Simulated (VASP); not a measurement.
# P (Cmce) in VASP: a series of runs, part 2 of 2

VASP 6.6.1.

### Step 3. Single point, PBE (strain -0.015 along x and y, +0.030 along z)

INCAR

```
SYSTEM = P
PREC = Accurate
ENCUT = 520
EDIFF = 1E-6
ISMEAR = 0
SIGMA = 0.03
LREAL = .FALSE.
LASPH = .TRUE.
NELM = 60
ALGO = Normal
ISIF = 2
LWAVE = .FALSE.
LCHARG = .TRUE.
GGA = PE
LELF = .TRUE.
LVHAR = .TRUE.
NBANDS = 18
```

KPOINTS

```
regular mesh
0
G
  10 10 8
  0 0 0
```

POSCAR

```
P
1.0
    1.6303879836     -5.5580769820      0.0000000000
    1.6303879836      5.5580769820      0.0000000000
    0.0000000000      0.0000000000      4.6945060001
P
4
Direct
    0.0940707809      0.9059292191      0.9137202394
    0.5940707809      0.4059292191      0.5862797606
    0.9059292191      0.0940707809      0.0862797606
    0.4059292191      0.5940707809      0.4137202394
```

Potentials or basis: VASP PAW PBE potentials, release 64 (P).

Launch:

```sh
$ cat potpaw_PBE.64/P/POTCAR > POTCAR
$ mpirun -np 1 vasp_std > vasp.out
```

OUTCAR:

```text
SYSTEM = P
   PREC = Accurate
   ENCUT = 520
   EDIFF = 1E-6
   ISMEAR = 0
   LREAL = .FALSE.
   LASPH = .TRUE.
   NELM = 60
   ISIF = 2
   GGA = PE

 ion  position               nearest neighbor table
   1  0.094  0.906  0.914-   2 2.24   2 2.24   3 2.24
   2  0.594  0.406  0.586-   1 2.24   1 2.24   4 2.24
   3  0.906  0.094  0.086-   4 2.24   4 2.24   1 2.24
   4  0.406  0.594  0.414-   3 2.24   3 2.24   2 2.24

  LATTYP: Found a base centered orthorhombic cell.
 ALAT       =     3.2607759672
 B/A-ratio  =     3.4090517336
 C/A-ratio  =     1.4396898307

  Lattice vectors:

 A1 = (   1.6303879836,  -5.5580769820,   0.0000000000)
 A2 = (   1.6303879836,   5.5580769820,   0.0000000000)
 A3 = (   0.0000000000,   0.0000000000,   4.6945060001)

Analysis of symmetry for initial positions (statically):
=====================================================================
 Subroutine PRICEL returns:
 Original cell was already a primitive cell.

 Routine SETGRP: Setting up the symmetry group for a
 base centered orthorhombic supercell.

 Subroutine GETGRP returns: Found  8 space group operations
 (whereof  4 operations were pure point group operations)
 out of a pool of  8 trial point group operations.

The static configuration has the point symmetry C_2h.
 The point group associated with its full space group is D_2h.

Analysis of symmetry for dynamics (positions and initial velocities):
=====================================================================
 Subroutine PRICEL returns:
 Original cell was already a primitive cell.

 Routine SETGRP: Setting up the symmetry group for a
 base centered orthorhombic supercell.

 Subroutine GETGRP returns: Found  8 space group operations
 (whereof  4 operations were pure point group operations)
 out of a pool of  8 trial point group operations.

The dynamic configuration has the point symmetry C_2h.
 The point group associated with its full space group is D_2h.

[... 123 lines left out ...]
  volume/ion in A,a.u.               =      21.27       143.54
  Fermi-wavevector in a.u.,A,eV,Ry     =   1.010353  1.909290 13.888999  1.020813
  Thomas-Fermi vector in A             =   2.143337
   LORBIT       =      0    0 simple, 1 ext, 2 COOP (PROOUT), +10 PAW based schemes
   GGA     = PE    functional components
   LHFCALC =     F    Hartree Fock is set to
   AEXX    =    0.0000 exact exchange contribution
   IVDW    =     0    specifies the selected vdW correction
   LEPSILON=     F    determine dielectric tensor
   LRPA    =     F    only Hartree local field effects (RPA)
 non-spin polarized calculation
 Gauss-broadening in eV      SIGMA  =   0.03
  energy-cutoff  :      520.00
  volume of cell :       85.08
 maximum number of plane-waves:      2312
 NGX is ok and might be reduce to    48
   NGX = 21   NGY = 21   NGZ = 17

 number of electron      20.0000001 magnetization

 Free energy of the ion-electron system (eV)
  ---------------------------------------------------
  ext. energy  EPLUGINS =         0.00000000
  ---------------------------------------------------
  free energy    TOTEN  =       -21.47512012 eV

  energy without entropy =      -21.47512012  energy(sigma->0) =      -21.47512012

 E-fermi :   5.4710     XC(G=0):  -9.2367

 val. band max:        5.2786848558   @ k =   0.5000   0.5000   0.0000
 cond. band min:       5.6104701820   @ k =  -0.4000   0.1000   0.0000
 fundamental gap:      0.3317853262
 Fermi energy:         5.4709628533

 k-point     1 :       0.0000    0.0000    0.0000
  band No.  band energies     occupation
      1     -10.1110      2.00000
      2      -7.4013      2.00000
      3      -4.5739      2.00000
      4      -1.1168      2.00000
      5       0.2187      2.00000
      6       0.5213      2.00000
[... 481 lines left out ...]
      5      -0.5941      2.00000
      6       0.0554      2.00000
[... 10 lines left out ...]
     17      11.6360      0.00000
     18      11.7108      0.00000

 [... further k-points ...]

------------------------ aborting loop because EDIFF is reached ----------------------------------------

  FORCE on cell =-STRESS in cart. coord.  units (eV):
  Direction    XX          YY          ZZ          XY          YZ          ZX
  --------------------------------------------------------------------------------------
  -------------------------------------------------------------------------------------
  Total        0.6304533      0.7459647     -1.5976298      0.0000000     -0.0000000      0.0000000
  in kB       11.8721146     14.0473192    -30.0850907      0.0000000     -0.0000000      0.0000000
  external PRESSURE =      -1.3885523 kB  Pullay stress =       0.0000000 kB

 VOLUME and BASIS-vectors are now :
 -----------------------------------------------------------------------------
  energy-cutoff  :      520.00
  volume of cell :       85.08
      direct lattice vectors                 reciprocal lattice vectors
     1.630387984 -5.558076982  0.000000000     0.306675469 -0.089959171  0.000000000
     1.630387984  5.558076982  0.000000000     0.306675469  0.089959171  0.000000000
     0.000000000  0.000000000  4.694506000     0.000000000  0.000000000  0.213014958

 POSITION                                       TOTAL-FORCE (eV/Angst)
 -----------------------------------------------------------------------------------
      1.63039      4.51237      4.28947         0.000000     -0.138289     -0.446826
      1.63039     -1.04571      2.75229         0.000000     -0.138289      0.446826
      1.63039     -4.51237      0.40504         0.000000      0.138289      0.446826
      1.63039      1.04571      1.94221         0.000000      0.138289     -0.446826
 -----------------------------------------------------------------------------------
    total drift:                                0.000000      0.000000     -0.000000

  FREE ENERGIE OF THE ION-ELECTRON SYSTEM (eV)
  ---------------------------------------------------
  free  energy   TOTEN  =       -21.4751201214 eV

  energy  without entropy=      -21.4751201214  energy(sigma->0) =      -21.47512012
```

OSZICAR:

```text
N       E                     dE             d eps       ncg     rms          rms(c)
DAV:   1     0.586661865931E+02    0.58666E+02   -0.80792E+03  5580   0.930E+02
DAV:   2    -0.177412235267E+02   -0.76407E+02   -0.73181E+02  7332   0.148E+02
DAV:   3    -0.215959932000E+02   -0.38548E+01   -0.38278E+01  7448   0.340E+01
DAV:   4    -0.216403498107E+02   -0.44357E-01   -0.44324E-01  7294   0.435E+00
DAV:   5    -0.216412620836E+02   -0.91227E-03   -0.91214E-03  7246   0.592E-01    0.997E+00
DAV:   6    -0.215220584351E+02    0.11920E+00   -0.67012E-02  6570   0.133E+00    0.590E+00
DAV:   7    -0.214747797294E+02    0.47279E-01   -0.11906E-01  6658   0.180E+00    0.298E-01
DAV:   8    -0.214749303507E+02   -0.15062E-03   -0.12559E-02  6244   0.634E-01    0.166E-01
DAV:   9    -0.214750586764E+02   -0.12833E-03   -0.53418E-04  7374   0.136E-01    0.821E-02
DAV:  10    -0.214751047771E+02   -0.46101E-04   -0.75787E-05  6840   0.472E-02    0.299E-02
DAV:  11    -0.214751192287E+02   -0.14452E-04   -0.18327E-05  6608   0.276E-02    0.956E-03
DAV:  12    -0.214751202846E+02   -0.10559E-05   -0.16506E-06  5276   0.778E-03    0.386E-03
DAV:  13    -0.214751201214E+02    0.16325E-06   -0.13793E-07  3286   0.249E-03
   1 F= -.21475120E+02 E0= -.21475120E+02  d E =-.343556E-13
```

It took 2.6 min on 1 thread of Intel Xeon 6975P-C (Granite Rapids), shared host; peak memory 0.35 GiB.

What came out:

- Free energy: -21.4751 eV
- Pressure: -0.1 GPa
- Largest force: 0.468 eV/Å
- Band gap on the k mesh: 0.33 eV (least direct gap 0.40 eV)

Forces in eV/Å, atoms in the order of the input:
```
P    0.000 -0.138 -0.447
P    0.000 -0.138  0.447
P    0.000  0.138  0.447
P    0.000  0.138 -0.447
```

Stress tensor (GPa, compression positive):
```
 1.19  0.00  0.00
 0.00  1.40  0.00
 0.00  0.00 -3.01
```

Caveat: the cell differs from its parent crystal (strain -0.015 along x and y, +0.030 along z); semilocal functionals underestimate gaps, and a narrow one can read as zero. A k mesh can miss the band edges.
